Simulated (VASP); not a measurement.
# TiAl (P1) in VASP: single point with PBE

Aim: the single point of TiAl with PBE.

Program: VASP 6.6.1. These are calculated values, not measurements. Logs are shortened: lines on timing, memory, paths and dates and some standing lists are left out, and cuts for length are marked.

### Step 1. The cell of the first run

The typed cell holds 2 atoms: a = 2.867 Å, b = 2.867 Å, c = 4.678 Å, α = 90.00°, β = 90.00°, γ = 120.00°.

### Step 2. Single point, PBE (one atom moved)

File INCAR:

```
PREC = Accurate
ENCUT = 520
EDIFF = 1E-6
ISMEAR = 0
SIGMA = 0.1
LREAL = False
LASPH = True
NELM = 60
ALGO = Fast
ISIF = 2
LWAVE = False
LCHARG = False
GGA = PE
NBANDS = 14
```

File KPOINTS:

```
Automatic mesh
0
Gamma
  15 15 8
```

File POSCAR:

```
TiAl
1.0
    2.8672622327      0.0000000000      0.0000000000
   -1.4336311163      2.4831219328      0.0000000000
    0.0000000000      0.0000000000      4.6780830000
Ti Al
1 1
Direct
    0.0130457828     -0.0675238690     -0.0143392069
    0.3333333333      0.6666666667      0.5000000000
```

Potentials or basis: VASP PAW PBE potentials, release 64 (Ti_sv, Al).

Launch:

```sh
$ cat potpaw_PBE.64/Ti_sv/POTCAR potpaw_PBE.64/Al/POTCAR > POTCAR
$ mpirun -np 1 vasp_std > vasp.out
```

OUTCAR:

```text
PREC = Accurate
   ENCUT = 520
   EDIFF = 1E-6
   ISMEAR = 0
   LREAL = False
   LASPH = True
   NELM = 60
   ISIF = 2
   GGA = PE

 ion  position               nearest neighbor table
   1  0.013  0.932  0.986-   2 2.70   2 2.81   2 2.84   2 2.92   2 2.95   2 3.02
   2  0.333  0.667  0.500-   1 2.70   1 2.81   1 2.84   1 2.92   1 2.95   1 3.02

  LATTYP: Found a hexagonal cell.
 ALAT       =     2.8672622327
 C/A-ratio  =     1.6315504549

  Lattice vectors:

 A1 = (   2.8672622327,   0.0000000000,   0.0000000000)
 A2 = (  -1.4336311163,   2.4831219328,   0.0000000000)
 A3 = (   0.0000000000,   0.0000000000,   4.6780830000)

Analysis of symmetry for initial positions (statically):
=====================================================================
 Subroutine PRICEL returns:
 Original cell was already a primitive cell.

 Routine SETGRP: Setting up the symmetry group for a
 hexagonal supercell.

 Subroutine GETGRP returns: Found  1 space group operations
 (whereof  1 operations were pure point group operations)
 out of a pool of 24 trial point group operations.

The static configuration has the point symmetry C_1 .

Analysis of symmetry for dynamics (positions and initial velocities):
=====================================================================
 Subroutine PRICEL returns:
 Original cell was already a primitive cell.

 Routine SETGRP: Setting up the symmetry group for a
 hexagonal supercell.

 Subroutine GETGRP returns: Found  1 space group operations
 (whereof  1 operations were pure point group operations)
 out of a pool of 24 trial point group operations.

The dynamic configuration has the point symmetry C_1 .

 Subroutine INISYM returns: Found  1 space group operations
 (whereof  1 operations are pure point group operations),
 and found     1 'primitive' translations

----------------------------------------------------------------------------------------

                                     Primitive cell

  volume of cell :      33.3068

  direct lattice vectors                    reciprocal lattice vectors
     2.867262233  0.000000000  0.000000000     0.348764751  0.201359423  0.000000000
    -1.433631116  2.483121933  0.000000000     0.000000000  0.402718846  0.000000000
     0.000000000  0.000000000  4.678083000     0.000000000  0.000000000  0.213762774

  length of vectors
     2.867262233  2.867262233  4.678083000     0.402718846  0.402718846  0.213762774

  position of ions in fractional coordinates (direct lattice)
     0.013045783  0.932476131  0.985660793
     0.333333333  0.666666667  0.500000000

  ion indices of the primitive-cell ions
   primitive index   ion index
                 1           1
                 2           2

----------------------------------------------------------------------------------------

 KPOINTS: Automatic mesh

Automatic generation of k-mesh.
 Grid dimensions read from file:
 generate k-points for:   15   15    8

 Generating k-lattice:

  Cartesian coordinates                     Fractional coordinates (reciprocal lattice)
     0.023250983  0.013423962  0.000000000     0.066666667  0.000000000  0.000000000
     0.000000000  0.026847923  0.000000000     0.000000000  0.066666667  0.000000000
     0.000000000  0.000000000  0.026720347     0.000000000  0.000000000  0.125000000

  Length of vectors
     0.026847923  0.026847923  0.026720347

  Shift w.r.t. Gamma in fractional coordinates (k-lattice)
     0.000000000  0.000000000  0.000000000

 Subroutine IBZKPT returns following result:
 ===========================================

 Found    901 irreducible k-points:

 Following reciprocal coordinates:
            Coordinates               Weight
  0.000000  0.000000  0.000000      1.000000
  0.066667  0.000000  0.000000      2.000000
  0.000000  0.066667  0.000000      2.000000
 -0.066667  0.066667  0.000000      2.000000
  0.133333  0.000000  0.000000      2.000000
  0.000000  0.133333  0.000000      2.000000
[... 16 lines left out ...]
  0.066667  0.066667  0.000000      2.000000
 -0.066667  0.133333  0.000000      2.000000
 [... further k-points ...]
   k-points           NKPTS =    901   k-points in BZ     NKDIM =    901   number of bands    NBANDS=     14
   number of dos      NEDOS =    301   number of ions     NIONS =      2
   total plane-waves  NPLWV =  20736
   dimension x,y,z NGX =    24 NGY =   24 NGZ =   36
   dimension x,y,z NGXF=    48 NGYF=   48 NGZF=   72
   ions per type =               1   1
   NGX,Y,Z   is equivalent  to a cutoff of  13.92, 13.92, 12.79 a.u.
   NGXF,Y,Z  is equivalent  to a cutoff of  27.83, 27.83, 25.59 a.u.
 SYSTEM =  unknown system
   PREC   = accura    normal or accurate (medium, high low for compatibility)
   ISTART =      0    job   : 0-new  1-cont  2-samecut
   ICHARG =      2    charge: 1-file 2-atom 10-const
   ISPIN  =      1    spin polarized calculation?
   LNONCOLLINEAR =      F non collinear calculations
   LSORBIT =      F    spin-orbit coupling
   LASPH  =      T    aspherical Exc in radial PAW
   ENCUT  =  520.0 eV  38.22 Ry    6.18 a.u.   5.33  5.33  8.70*2*pi/ulx,y,z
   NELM   =     60;   NELMIN=  2; NELMDL= -5     # of ELM steps
   EDIFF  = 0.1E-05   stopping-criterion for ELM
   LREAL  =      F    real-space projection
   EDIFFG = 0.1E-04   stopping-criterion for IOM
   NSW    =      0    number of steps for IOM
   IBRION =     -1    ionic relax: 0-MD 1-quasi-New 2-CG
   NFREE  =      0    steps in history (QN), initial steepest desc. (CG)
   ISIF   =      2    stress and relaxation
   ISYM   =      2    0-nonsym 1-usesym 2-fastsym
   POTIM  = 0.5000    time-step for ionic-motion
   TEBEG  =    0.0;   TEEND  =   0.0 temperature during run
   PSTRESS=    0.0 pullay stress
   NELECT =      15.0000    total number of electrons
   NUPDOWN=      -1.0000    fix difference up-down
   EMIN   =  10.00;   EMAX   =-10.00  energy-range for DOS
   EFERMI =   0.00;   METHOD = LEGACY
   ISMEAR =     0;   SIGMA  =   0.10  broadening in eV -4-tet -1-fermi 0-gaus
   EFERMI_NEDOS =   21; number of points for ismear=-14 and -15
   IALGO  =     68    algorithm
   IMIX   =      4    mixing-type and parameters
     AMIX     =   0.40;   BMIX     =  1.00
     AMIX_MAG =   1.60;   BMIX_MAG =  1.00
  volume/ion in A,a.u.               =      16.65       112.38
  Fermi-wavevector in a.u.,A,eV,Ry     =   1.254857  2.371335 21.424622  1.574665
  Thomas-Fermi vector in A             =   2.388641
   LORBIT       =      0    0 simple, 1 ext, 2 COOP (PROOUT), +10 PAW based schemes
   GGA     = PE    functional components
   LHFCALC =     F    Hartree Fock is set to
   AEXX    =    0.0000 exact exchange contribution
   IVDW    =     0    specifies the selected vdW correction
   LEPSILON=     F    determine dielectric tensor
   LRPA    =     F    only Hartree local field effects (RPA)
 non-spin polarized calculation
 RMM-DIIS sequential band-by-band and
 Gauss-broadening in eV      SIGMA  =   0.10
  energy-cutoff  :      520.00
  volume of cell :       33.31
 maximum number of plane-waves:       917
 NGX is ok and might be reduce to    24
   NGX = 11   NGY = 11   NGZ = 17

 number of electron      15.0000000 magnetization

 Free energy of the ion-electron system (eV)
  ---------------------------------------------------
  ext. energy  EPLUGINS =         0.00000000
  ---------------------------------------------------
  free energy    TOTEN  =       -12.02288168 eV

  energy without entropy =      -12.00830118  energy(sigma->0) =      -12.01559143

 E-fermi :   7.8551     XC(G=0): -10.9284

 val. band max:        7.8549513553   @ k =   0.4667  -0.0667  -0.3750
 cond. band min:       7.8551658484   @ k =   0.2000  -0.4667   0.3750
 fundamental gap:      0.0002144930
 Fermi energy:         7.8550891840

 k-point     1 :       0.0000    0.0000    0.0000
  band No.  band energies     occupation
      1     -48.6588      2.00000
      2     -24.9761      2.00000
      3     -24.5723      2.00000
      4     -24.5562      2.00000
      5      -1.0647      2.00000
      6       5.5540      2.00000
      7       6.0467      2.00000
      8       9.1265      0.00000
      9       9.1479      0.00000
     10      10.5858      0.00000
     11      10.6699      0.00000
     12      11.7346      0.00000
     13      20.7569      0.00000
     14      20.8500      0.00000

 k-point     2 :       0.0667    0.0000    0.0000
  band No.  band energies     occupation
      1     -48.6547      2.00000
      2     -24.9721      2.00000
      3     -24.5937      2.00000
      4     -24.5662      2.00000
      5      -0.9542      2.00000
      6       5.6729      2.00000
      7       6.0635      2.00000
      8       9.0302      0.00000
      9       9.2276      0.00000
     10      10.5683      0.00000
     11      10.6797      0.00000
     12      11.7593      0.00000
     13      19.0924      0.00000
     14      19.8204      0.00000

 k-point     3 :       0.0000    0.0667    0.0000
  band No.  band energies     occupation
      1     -48.6547      2.00000
      2     -24.9721      2.00000
      3     -24.5967      2.00000
      4     -24.5630      2.00000
      5      -0.9544      2.00000
      6       5.6730      2.00000
      7       6.0671      2.00000
      8       9.0215      0.00000
      9       9.2363      0.00000
     10      10.5556      0.00000
     11      10.6868      0.00000
     12      11.7562      0.00000
     13      19.1251      0.00000
     14      19.7947      0.00000
[... 324 lines left out ...]
 k-point    23 :       0.0667    0.0667    0.0000
  band No.  band energies     occupation
      1     -48.6470      2.00000
      2     -24.9644      2.00000
      3     -24.6451      2.00000
      4     -24.5743      2.00000
      5      -0.7350      2.00000
      6       5.8968      2.00000
      7       6.1121      2.00000
      8       8.8219      0.00000
      9       9.4171      0.00000
     10      10.4797      0.00000
     11      10.7420      0.00000
     12      11.7949      0.00000
     13      17.8643      0.00000
     14      18.2493      0.00000

 k-point    24 :      -0.0667    0.1333    0.0000
  band No.  band energies     occupation
      1     -48.6469      2.00000
      2     -24.9643      2.00000
      3     -24.6375      2.00000
      4     -24.5822      2.00000
      5      -0.7343      2.00000
      6       5.8946      2.00000
      7       6.0994      2.00000
      8       8.8332      0.00000
      9       9.4074      0.00000
     10      10.5275      0.00000
     11      10.7126      0.00000
     12      11.8081      0.00000
     13      17.8790      0.00000
     14      18.1658      0.00000

 [... further k-points ...]

------------------------ aborting loop because EDIFF is reached ----------------------------------------

  FORCE on cell =-STRESS in cart. coord.  units (eV):
  Direction    XX          YY          ZZ          XY          YZ          ZX
  --------------------------------------------------------------------------------------
  -------------------------------------------------------------------------------------
  Total        0.6860650     -0.3633259      0.1613382     -0.3784126      0.0836211     -0.1081835
  in kB       33.0021667    -17.4772698      7.7609435    -18.2029941      4.0224740     -5.2040118
  external PRESSURE =       7.7619468 kB  Pullay stress =       0.0000000 kB

 VOLUME and BASIS-vectors are now :
 -----------------------------------------------------------------------------
  energy-cutoff  :      520.00
  volume of cell :       33.31
      direct lattice vectors                 reciprocal lattice vectors
     2.867262233  0.000000000  0.000000000     0.348764751  0.201359423  0.000000000
    -1.433631116  2.483121933  0.000000000     0.000000000  0.402718846  0.000000000
     0.000000000  0.000000000  4.678083000     0.000000000  0.000000000  0.213762774

 POSITION                                       TOTAL-FORCE (eV/Angst)
 -----------------------------------------------------------------------------------
     -1.29942      2.31545      4.61100        -0.368783      0.299295      0.485193
     -0.00000      1.65541      2.33904         0.368783     -0.299295     -0.485193
 -----------------------------------------------------------------------------------
    total drift:                                0.000033     -0.000027      0.000292

  FREE ENERGIE OF THE ION-ELECTRON SYSTEM (eV)
  ---------------------------------------------------
  free  energy   TOTEN  =       -12.0228816757 eV

  energy  without entropy=      -12.0083011821  energy(sigma->0) =      -12.01559143
```

Wall time 5.5 min (1 thread of Intel Xeon 6975P-C (Granite Rapids), shared host); peak memory 0.52 GiB.

Results:

```yaml
Free_energy: -12.0229 eV
Pressure: 0.8 GPa
Largest_force: 0.679 eV/Å
```

Forces in eV/Å, atoms in the order of the input:
```
Ti  -0.369  0.299  0.485
Al   0.369 -0.299 -0.485
```

Caveat: the cell differs from its parent crystal (one atom moved).
